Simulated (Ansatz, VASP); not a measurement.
**One calculation of CdTe, two programs**

The input INCAR:

```
SYSTEM = CdTe
PREC = Accurate ; ENCUT = 600
EDIFF = 1E-6 ; ISMEAR = 0
SIGMA = 0.1 ; LREAL = .FALSE.
LASPH = .TRUE. ; NELM = 60
ALGO = Normal ; ISIF = 3
LWAVE = .FALSE. ; LCHARG = .FALSE.
GGA = PE ; IBRION = 2
NSW = 90 ; EDIFFG = -0.04
```

Contents of KPOINTS:

```
Automatic mesh
0
G
  6 6 6
  0 0 0
```

POSCAR

```
CdTe
1.0
    0.0000000000      3.2049999200      3.2049999200
    3.2049999200      0.0000000000      3.2049999200
    3.2049999200      3.2049999200      0.0000000000
Cd Te
1 1
Direct
    0.0000000000      0.0000000000      0.0000000000
    0.2500000000      0.2500000000      0.2500000000
```

Input for Ansatz:

```yaml
crystal:
  lattice:
    - [0.0, 3.20499992, 3.20499992]
    - [3.20499992, 0.0, 3.20499992]
    - [3.20499992, 3.20499992, 0.0]
  atoms:
    - { symbol: Cd, position: [0.0, 0.0, 0.0] }
    - { symbol: Te, position: [0.25, 0.25, 0.25] }
basis:
  ecutwfc: 420
kpoints:
  mp_grid: { grid: [6, 6, 6] }
hamiltonian:
  xc: pbe
scf:
  occupations: { method: gaussian, width: 0.1 }
  lower_state_search: "off"
output:
  forces: true
  stress: true
  eigenvalues: true
relax:
  adjacent_minimum: "off"
  f_tol: 0.04
  max_steps: 70
  cell: { stress_tol: 0.4 }
```

Alike in both runs: task relaxation of cell and atoms; functional PBE; k mesh 6 × 6 × 6; occupations gaussian, width 0.1 eV; no spin polarisation.

```csv
,VASP,Ansatz
version,VASP 6.6.1,Ansatz 0.2.0
potentials or method,"VASP PAW PBE potentials, release 64 (Cd, Te), cutoff 600 eV","scalar-relativistic, plane waves, PAW"
valence electrons in the cell,18,36
```

```tsv
	VASP	Ansatz	Ansatz less VASP
gap on the k mesh at the Fermi level, each at its own relaxed structure (eV)	0.57	0.56	-0.018
relaxed volume (Å³/atom)	36.31	36.57	+0.255
relaxed cell length with the largest relative difference (Å)	4.683	4.694	+0.0110
```

VASP's potentials hold 18 valence electrons a cell and Ansatz's 36, so a difference there can come from the potentials and not from the codes.

Neither program's run includes spin-orbit coupling.
